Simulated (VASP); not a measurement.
Input of a VASP 6.6.1 run:

The input INCAR:

```
SYSTEM = Sb
ALGO = Normal ; EDIFF = 1E-6
ENCUT = 520 ; ISIF = 2
ISMEAR = -1 ; LASPH = .TRUE.
LCHARG = .FALSE. ; LREAL = .FALSE.
LWAVE = .FALSE. ; NBANDS = 8
NELM = 100 ; PREC = Accurate
SIGMA = 0.05
```

File KPOINTS:

```
k-points
0
G
  7 7 7
  0 0 0
```

The input POSCAR:

```
Sb
1.0
   -1.8713408863      1.8713408863      1.8713408863
    1.8713408863     -1.8713408863      1.8713408863
    1.8713408863      1.8713408863     -1.8713408863
Sb
1
Direct
    0.0000000000      0.0000000000      0.0000000000
```

Potentials or basis: VASP PAW LDA potentials, release 64 (Sb).

Command:

```sh
$ cat potpaw_LDA.64/Sb/POTCAR > POTCAR
$ mpirun -np 1 vasp_std > vasp.out
```

**Question.** Predict the pressure.

**Answer.** -1.8 GPa.
